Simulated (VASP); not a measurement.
# ScGaS3 (I4/mcm) in VASP: single point with PBEsol

Aim: the single point of ScGaS3 with PBEsol.

All numbers are computed with VASP 6.6.1; they aren't measurements. Logs are shortened: lines on timing, memory, paths and dates and some standing lists are left out, and cuts for length are marked.

### Step 1. The cell of the first run

Symmetry: I4/mcm, No. 140, tetragonal system. Conventional cell: a = 6.317 Å, b = 6.317 Å, c = 9.312 Å, α = 90.00°, β = 90.00°, γ = 90.00°. Sc (site symmetry -42m) has 8 S at 2.72 to 3.16 Å within 3.6 Å. Ga (site symmetry 4/m) has 6 S at 2.33 to 2.38 Å within 3.1 Å. S (site symmetry m2m) has 2 Ga at 2.38 Å and 2 Sc at 2.72 Å and 1 S at 2.82 Å within 3.1 Å. Within 3.2 Å of S (site symmetry 422) lie 2 Ga at 2.33 Å and 4 Sc at 3.16 Å.

### Step 2. Single point, PBEsol

The input, INCAR:

```
SYSTEM = ScGaS3
PREC = Accurate
ENCUT = 520
EDIFF = 1E-6
ISMEAR = -1
SIGMA = 0.03
LREAL = .False.
LASPH = .True.
NELM = 60
ALGO = Normal
ISIF = 2
LWAVE = .False.
LCHARG = .True.
GGA = PS
LELF = .True.
LVHAR = .True.
NBANDS = 53
```

The input, KPOINTS:

```
regular mesh
0
Gamma
  4 4 4
  0 0 0
```

The input, POSCAR:

```
ScGaS3
1.0
   -3.1583778754      3.1583778754      4.6558097665
    3.1583778754     -3.1583778754      4.6558097665
    3.1583778754      3.1583778754     -4.6558097665
Sc Ga S
2 2 6
Direct
    0.7500000000      0.2500000000      0.5000000000
    0.2500000000      0.7500000000      0.5000000000
    0.0000000000      0.0000000000      0.0000000000
    0.5000000000      0.5000000000      0.0000000000
    0.8420454795      0.3420454795      0.1840909591
    0.3420454795      0.1579545205      0.5000000000
    0.6579545205      0.8420454795      0.5000000000
    0.1579545205      0.6579545205      0.8159090409
    0.7500000000      0.7500000000      0.0000000000
    0.2500000000      0.2500000000      0.0000000000
```

Potentials or basis: VASP PAW PBE potentials, release 64 (Sc_sv, Ga_d, S).

Command:

```sh
$ cat potpaw_PBE.64/Sc_sv/POTCAR potpaw_PBE.64/Ga_d/POTCAR potpaw_PBE.64/S/POTCAR > POTCAR
$ mpirun -np 1 vasp_std > vasp.out
```

OUTCAR:

```text
SYSTEM = ScGaS3
   PREC = Accurate
   ENCUT = 520
   EDIFF = 1E-6
   ISMEAR = -1
   LREAL = .False.
   LASPH = .True.
   NELM = 60
   ISIF = 2
   GGA = PS

 ion  position               nearest neighbor table
   1  0.750  0.250  0.500-   5 2.72   6 2.72   7 2.72   8 2.72
   2  0.250  0.750  0.500-   8 2.72   7 2.72   6 2.72   5 2.72
   3  0.000  0.000  0.000-   9 2.33  10 2.33   6 2.38   7 2.38   8 2.38   5 2.38
   4  0.500  0.500  0.000-   9 2.33  10 2.33   7 2.38   6 2.38   8 2.38   5 2.38
   5  0.842  0.342  0.184-   3 2.38   4 2.38   1 2.72   2 2.72
   6  0.342  0.158  0.500-   4 2.38   3 2.38   1 2.72   2 2.72
   7  0.658  0.842  0.500-   3 2.38   4 2.38   1 2.72   2 2.72
   8  0.158  0.658  0.816-   3 2.38   4 2.38   2 2.72   1 2.72
   9  0.750  0.750  0.000-   3 2.33   4 2.33
  10  0.250  0.250  0.000-   3 2.33   4 2.33

  LATTYP: Found a body centered tetragonal cell.
 ALAT       =     6.3167557508
 C/A-ratio  =     1.4741142289

  Lattice vectors:

 A1 = (  -3.1583778754,   3.1583778754,   4.6558097665)
 A2 = (   3.1583778754,  -3.1583778754,   4.6558097665)
 A3 = (   3.1583778754,   3.1583778754,  -4.6558097665)

Analysis of symmetry for initial positions (statically):
=====================================================================
 Subroutine PRICEL returns:
 Original cell was already a primitive cell.

 Routine SETGRP: Setting up the symmetry group for a
 body centered tetragonal supercell.

 Subroutine GETGRP returns: Found 16 space group operations
 (whereof  8 operations were pure point group operations)
 out of a pool of 16 trial point group operations.

The static configuration has the point symmetry C_4h.
 The point group associated with its full space group is D_4h.

Analysis of symmetry for dynamics (positions and initial velocities):
=====================================================================
 Subroutine PRICEL returns:
 Original cell was already a primitive cell.

 Routine SETGRP: Setting up the symmetry group for a
 body centered tetragonal supercell.

 Subroutine GETGRP returns: Found 16 space group operations
 (whereof  8 operations were pure point group operations)
 out of a pool of 16 trial point group operations.

The dynamic configuration has the point symmetry C_4h.
 The point group associated with its full space group is D_4h.

 Subroutine INISYM returns: Found 16 space group operations
 (whereof  8 operations are pure point group operations),
 and found     1 'primitive' translations

----------------------------------------------------------------------------------------

                                     Primitive cell

  volume of cell :     185.7733

  direct lattice vectors                    reciprocal lattice vectors
    -3.158377875  3.158377875  4.655809767     0.000000000  0.158309113  0.107392704
     3.158377875 -3.158377875  4.655809767     0.158309113  0.000000000  0.107392704
     3.158377875  3.158377875 -4.655809767     0.158309113  0.158309113  0.000000000

  length of vectors
     6.451919574  6.451919574  6.451919574     0.191298113  0.191298113  0.223882895

  position of ions in fractional coordinates (direct lattice)
     0.750000000  0.250000000  0.500000000
     0.250000000  0.750000000  0.500000000
     0.000000000  0.000000000  0.000000000
     0.500000000  0.500000000  0.000000000
     0.842045480  0.342045480  0.184090959
     0.342045480  0.157954520  0.500000000
     0.657954520  0.842045480  0.500000000
     0.157954520  0.657954520  0.815909041
     0.750000000  0.750000000  0.000000000
     0.250000000  0.250000000  0.000000000

  ion indices of the primitive-cell ions
   primitive index   ion index
                 1           1
                 2           2
                 3           3
                 4           4
                 5           5
                 6           6
                 7           7
                 8           8
                 9           9
                10          10

----------------------------------------------------------------------------------------

 KPOINTS: regular mesh

Automatic generation of k-mesh.
 Grid dimensions read from file:
 generate k-points for:    4    4    4

 Generating k-lattice:

  Cartesian coordinates                     Fractional coordinates (reciprocal lattice)
     0.000000000  0.039577278  0.026848176     0.250000000  0.000000000  0.000000000
     0.039577278  0.000000000  0.026848176     0.000000000  0.250000000  0.000000000
     0.039577278  0.039577278  0.000000000     0.000000000  0.000000000  0.250000000

  Length of vectors
     0.047824528  0.047824528  0.055970724

  Shift w.r.t. Gamma in fractional coordinates (k-lattice)
     0.000000000  0.000000000  0.000000000

 Subroutine IBZKPT returns following result:
 ===========================================

 Found     13 irreducible k-points:

 Following reciprocal coordinates:
            Coordinates               Weight
  0.000000  0.000000  0.000000      1.000000
  0.250000 -0.000000  0.000000      8.000000
  0.500000 -0.000000  0.000000      4.000000
  0.250000  0.250000  0.000000      8.000000
  0.500000  0.250000  0.000000     16.000000
 -0.250000  0.250000  0.000000      4.000000
  0.500000  0.500000  0.000000      2.000000
  0.250000  0.250000  0.250000      2.000000
 -0.250000  0.250000  0.250000      4.000000
  0.500000  0.500000  0.250000      4.000000
 -0.250000  0.500000  0.250000      8.000000
 -0.250000 -0.250000  0.250000      2.000000
  0.500000  0.500000  0.500000      1.000000
   k-points           NKPTS =     13   k-points in BZ     NKDIM =     13   number of bands    NBANDS=     53
   number of dos      NEDOS =    301   number of ions     NIONS =     10
   total plane-waves  NPLWV = 110592
   dimension x,y,z NGX =    48 NGY =   48 NGZ =   48
   dimension x,y,z NGXF=    96 NGYF=   96 NGZF=   96
   ions per type =               2   2   6
   NGX,Y,Z   is equivalent  to a cutoff of  12.37, 12.37, 12.37 a.u.
   NGXF,Y,Z  is equivalent  to a cutoff of  24.74, 24.74, 24.74 a.u.
 SYSTEM =  ScGaS3
   PREC   = accura    normal or accurate (medium, high low for compatibility)
   ISTART =      0    job   : 0-new  1-cont  2-samecut
   ICHARG =      2    charge: 1-file 2-atom 10-const
   ISPIN  =      1    spin polarized calculation?
   LNONCOLLINEAR =      F non collinear calculations
   LSORBIT =      F    spin-orbit coupling
   LASPH  =      T    aspherical Exc in radial PAW
   ENCUT  =  520.0 eV  38.22 Ry    6.18 a.u.  12.00 12.00 12.00*2*pi/ulx,y,z
   NELM   =     60;   NELMIN=  2; NELMDL= -5     # of ELM steps
   EDIFF  = 0.1E-05   stopping-criterion for ELM
   LREAL  =      F    real-space projection
   EDIFFG = 0.1E-04   stopping-criterion for IOM
   NSW    =      0    number of steps for IOM
   IBRION =     -1    ionic relax: 0-MD 1-quasi-New 2-CG
   NFREE  =      0    steps in history (QN), initial steepest desc. (CG)
   ISIF   =      2    stress and relaxation
   ISYM   =      2    0-nonsym 1-usesym 2-fastsym
   POTIM  = 0.5000    time-step for ionic-motion
   TEBEG  =    0.0;   TEEND  =   0.0 temperature during run
   PSTRESS=    0.0 pullay stress
   NELECT =      84.0000    total number of electrons
   NUPDOWN=      -1.0000    fix difference up-down
   EMIN   =  10.00;   EMAX   =-10.00  energy-range for DOS
   EFERMI =   0.00;   METHOD = LEGACY
   ISMEAR =    -1;   SIGMA  =   0.03  broadening in eV -4-tet -1-fermi 0-gaus
   EFERMI_NEDOS =   21; number of points for ismear=-14 and -15
   IALGO  =     38    algorithm
   IMIX   =      4    mixing-type and parameters
     AMIX     =   0.40;   BMIX     =  1.00
     AMIX_MAG =   1.60;   BMIX_MAG =  1.00
  volume/ion in A,a.u.               =      18.58       125.37
  Fermi-wavevector in a.u.,A,eV,Ry     =   1.256532  2.374501 21.481858  1.578872
  Thomas-Fermi vector in A             =   2.390235
   LORBIT       =      0    0 simple, 1 ext, 2 COOP (PROOUT), +10 PAW based schemes
   GGA     = PS    functional components
   LHFCALC =     F    Hartree Fock is set to
   AEXX    =    0.0000 exact exchange contribution
   IVDW    =     0    specifies the selected vdW correction
   LEPSILON=     F    determine dielectric tensor
   LRPA    =     F    only Hartree local field effects (RPA)
 non-spin polarized calculation
  energy-cutoff  :      520.00
  volume of cell :      185.77
 maximum number of plane-waves:      5026
   NGX = 23   NGY = 23   NGZ = 23

 number of electron      84.0000003 magnetization

 Free energy of the ion-electron system (eV)
  ---------------------------------------------------
  ext. energy  EPLUGINS =         0.00000000
  ---------------------------------------------------
  free energy    TOTEN  =       -54.67420804 eV

  energy without entropy =      -54.67063074  energy(sigma->0) =      -54.67241939

 E-fermi :   5.5339     XC(G=0): -10.5336

 val. band max:        5.4568312062   @ k =  -0.2500   0.2500   0.0000
 cond. band min:       5.9117305531   @ k =  -0.2500   0.2500   0.0000
 fundamental gap:      0.4548993470
 Fermi energy:         5.5339342812

 k-point     1 :       0.0000    0.0000    0.0000
  band No.  band energies     occupation
      1     -44.8045      2.00000
      2     -44.8039      2.00000
      3     -23.5524      2.00000
      4     -23.5524      2.00000
      5     -23.5477      2.00000
      6     -23.5477      2.00000
[... 45 lines left out ...]
     52       7.7942      0.00000
     53       7.9177      0.00000

 k-point     2 :       0.2500   -0.0000    0.0000
  band No.  band energies     occupation
      1     -44.8044      2.00000
      2     -44.8040      2.00000
      3     -23.5518      2.00000
      4     -23.5517      2.00000
      5     -23.5485      2.00000
      6     -23.5484      2.00000
[... 45 lines left out ...]
     52       8.0443      0.00000
     53       8.3471      0.00000
[... 558 lines left out ...]
     52       8.1649      0.00000
     53       8.1649      0.00000

 k-point    13 :       0.5000    0.5000    0.5000
  band No.  band energies     occupation
      1     -44.8043      2.00000
      2     -44.8041      2.00000
      3     -23.5534      2.00000
      4     -23.5534      2.00000
      5     -23.5468      2.00000
      6     -23.5468      2.00000
[... 45 lines left out ...]
     52       8.3674      0.00000
     53       9.2797      0.00000

------------------------ aborting loop because EDIFF is reached ----------------------------------------

  FORCE on cell =-STRESS in cart. coord.  units (eV):
  Direction    XX          YY          ZZ          XY          YZ          ZX
  --------------------------------------------------------------------------------------
  -------------------------------------------------------------------------------------
  Total        0.0259112      0.0259112      0.1041368      0.0000000      0.0000000      0.0000000
  in kB        0.2234679      0.2234679      0.8981142      0.0000000      0.0000000      0.0000000
  external PRESSURE =       0.4483500 kB  Pullay stress =       0.0000000 kB

 VOLUME and BASIS-vectors are now :
 -----------------------------------------------------------------------------
  energy-cutoff  :      520.00
  volume of cell :      185.77
      direct lattice vectors                 reciprocal lattice vectors
    -3.158377875  3.158377875  4.655809767     0.000000000  0.158309113  0.107392704
     3.158377875 -3.158377875  4.655809767     0.158309113  0.000000000  0.107392704
     3.158377875  3.158377875 -4.655809767     0.158309113  0.158309113  0.000000000

 POSITION                                       TOTAL-FORCE (eV/Angst)
 -----------------------------------------------------------------------------------
     -0.00000      3.15838      2.32790         0.000000     -0.000000     -0.000000
      3.15838     -0.00000      2.32790        -0.000000     -0.000000     -0.000000
      0.00000      0.00000      0.00000        -0.000000     -0.000000     -0.000000
      0.00000      0.00000      4.65581        -0.000000     -0.000000     -0.000000
     -0.99776      2.16062      4.65581        -0.009990     -0.009990      0.000000
      0.99776      2.16062      0.00000         0.009990     -0.009990      0.000000
      2.16062      0.99776      4.65581        -0.009990      0.009990     -0.000000
      4.15614      0.99776      0.00000         0.009990      0.009990     -0.000000
      0.00000      0.00000      6.98371        -0.000000     -0.000000     -0.000000
      0.00000      0.00000      2.32790         0.000000     -0.000000     -0.000000
 -----------------------------------------------------------------------------------
    total drift:                                0.000000     -0.000000      0.000000

  FREE ENERGIE OF THE ION-ELECTRON SYSTEM (eV)
  ---------------------------------------------------
  free  energy   TOTEN  =       -54.6742080405 eV

  energy  without entropy=      -54.6706307355  energy(sigma->0) =      -54.67241939
```

Wall time 4.4 min (1 thread of Intel Xeon Platinum 8259CL at 2.50GHz (Skylake/Cascade Lake), shared host); peak memory 0.38 GiB.

Results:

```
Free energy            : -54.6742 eV
Pressure               : 0.0 GPa
Largest force          : 0.014 eV/Å
Band gap on the k mesh : zero (bands 42 and 43 overlap by 0.12 eV)
```

Forces on the atoms (eV/Å):
```
Sc   0.000  0.000  0.000
Sc   0.000  0.000  0.000
Ga   0.000  0.000  0.000
Ga   0.000  0.000  0.000
S   -0.010 -0.010  0.000
S    0.010 -0.010  0.000
S   -0.010  0.010  0.000
S    0.010  0.010  0.000
S    0.000  0.000  0.000
S    0.000  0.000  0.000
```

Levels at points of the mesh, in eV from the Fermi level:
```csv
k point,band 39,band 40,band 41,band 42,band 43,band 44,band 45,band 46
"(0.00, 0.00, 0.00)",-0.95,-0.52,-0.26,-0.20,-0.20,0.77,1.39,1.51
"(0.50, 0.00, 0.00)",-1.22,-1.22,-0.87,-0.87,1.12,1.12,1.33,1.33
"(0.50, 0.50, 0.00)",-1.30,-1.28,-0.72,-0.15,1.19,1.32,1.33,1.48
"(0.50, 0.50, 0.50)",-1.54,-0.86,-0.26,-0.26,1.04,1.10,1.13,1.27
```

Caveat: semilocal functionals underestimate gaps, and a narrow one can read as zero; the PAW data sets were made with another functional, which shifts forces and pressure a little.

The gap in the log of VASP goes by the Fermi energy; the results here count the filled bands.